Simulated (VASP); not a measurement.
**CuAuS3: single point with PBE**

CuAuS3:

```xyz
5
Lattice="4.5546 0.0000 0.0000 0.0000 4.5546 0.0000 0.0000 0.0000 4.5546" Properties=species:S:1:pos:R:3 pbc="T T T"
Cu    2.2773    2.2773    2.2773
S     0.0000    2.2773    2.2773
S     2.2773    0.0000    2.2773
S     2.2773    2.2773    0.0000
Au    0.0000    0.0000    0.0000
```

```json
{
 "Program": "VASP 6.6.1",
 "Task": "single point",
 "Functional": "PBE",
 "Potentials or basis": "VASP PAW PBE potentials, release 64 (Cu, S, Au)",
 "Cutoff": "520 eV",
 "k mesh": "8 × 8 × 8",
 "Occupations": "gaussian, width 0.1 eV",
 "Spin": "no spin polarisation"
}
```

- Pressure: -0.1 GPa
- Band gap on the k mesh: zero (bands 20 and 21 overlap by 1.03 eV)

Levels at points of the mesh, in eV from the Fermi level:
```tsv
k point	band 16	band 17	band 18	band 19	band 20	band 21	band 22	band 23	band 24	band 25
(0.00, 0.00, 0.00)	-2.35	-0.94	-0.94	-0.94	-0.92	-0.31	-0.31	-0.31	3.65	7.78
(0.50, 0.00, 0.00)	-2.24	-1.20	-1.19	-1.19	-0.34	0.09	0.09	2.33	4.43	7.14
(0.50, 0.50, 0.00)	-2.11	-2.11	-2.05	-0.16	-0.16	0.84	1.91	2.16	5.20	6.65
(0.50, 0.50, 0.50)	-2.24	-2.24	-0.93	0.64	0.64	0.64	1.96	1.96	6.70	6.70
```

Wall time 88 s on 1 thread of Intel(R) Xeon(R) Platinum 8488C (Sapphire Rapids), on a shared host, peak memory 0.25 GiB.

Caveat: spin-orbit coupling is left out, which moves the levels of the heavy elements. With open d or f shells a metallic result of PBE can be an artefact of self-interaction; +U or a hybrid may open a gap.
